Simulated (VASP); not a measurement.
# Sn2Pt3Se2: single point with r2SCAN

The system is Sn2Pt3Se2.

```
Pt Se Sn
1.0
     3.05269    5.28741    0.00000
    -3.05269    5.28741    0.00000
     0.00000   -3.52494    4.59634
Pt Se Sn
3 2 2
Direct
  0.00000 0.00000 0.50000
  0.50000 0.00000 0.50000
  0.00000 0.50000 0.50000
  0.28816 0.28816 0.86447
  0.71184 0.71184 0.13553
  0.50000 0.50000 0.50000
  0.00000 0.00000 0.00000
```

```
Program             : VASP 6.6.1
Task                : single point
Functional          : r2SCAN
Potentials or basis : VASP PAW PBE potentials, release 64 (Pt, Se, Sn_d)
Cutoff              : 520 eV
k mesh              : 6 × 6 × 6
Occupations         : fermi-dirac, width 0.1 eV
Spin                : no spin polarisation
```

```
Pressure               : 0.2 GPa
Largest force          : 0.022 eV/Å
Band gap on the k mesh : zero (bands 35 and 36 overlap by 0.20 eV)
```

Forces in eV/Å, atoms in the order of the input:
```
Pt   0.000  0.000  0.000
Pt   0.000  0.000  0.000
Pt   0.000  0.000  0.000
Se   0.000  0.000  0.022
Se   0.000  0.000 -0.022
Sn   0.000  0.000  0.000
Sn   0.000  0.000  0.000
```

Levels at points of the mesh, in eV from the Fermi level:
```
           k point  band 32  band 33  band 34  band 35  band 36  band 37  band 38  band 39
(0.00, 0.00, 0.00)    -2.08    -2.08    -1.00    -0.91    -0.05    -0.05     0.51     1.91
(0.50, 0.00, 0.00)    -1.69    -1.05    -0.36    -0.28    -0.19     1.25     1.40     2.25
(0.50, 0.50, 0.00)    -1.63    -1.62    -0.70    -0.40     0.74     1.98     2.37     2.58
(0.00, 0.00, 0.50)    -0.91    -0.26    -0.26     0.01     0.02     0.02     2.52     3.68
```

Wall time 14 min on 1 thread of Intel Xeon 8259CL, with other jobs on the host, peak memory 0.48 GiB.

Caveat: the PAW data sets were made with another functional, which shifts forces and pressure a little; spin-orbit coupling is left out, which moves the levels of the heavy elements.
